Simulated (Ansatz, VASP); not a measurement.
AlP: VASP beside Ansatz

```
Al P
1.0
     0.00000    2.72550    2.72550
     2.72550    0.00000    2.72550
     2.72550    2.72550    0.00000
Al P
1 1
Direct
  0.00000 0.00000 0.00000
  0.25000 0.25000 0.25000
```

Alike in both runs: task relaxation of cell and atoms; functional RPBE; k mesh 8 × 8 × 8; no spin polarisation.

|  | VASP | Ansatz |
| --- | --- | --- |
| version | VASP 6.6.1 | Ansatz 0.2.0 |
| potentials or method | VASP PAW PBE potentials, release 64 (Al, P), cutoff 500 eV | plane waves, PAW |
| occupations | gaussian, width 0.01 eV | fixed |
| valence electrons in the cell | 8 | 8 |

VASP gave:

```
relaxed volume (Å³/atom)                                     : 21.24
relaxed cell length with the largest relative difference (Å) : 3.916
```

Problem. Which values does Ansatz return?

Solution. Relaxed volume (Å³/atom): 21.29; relaxed cell length with the largest relative difference (Å): 3.920.

VASP's potentials were made for PBE, not for RPBE. Ansatz's warnings: stress scf threshold loose.
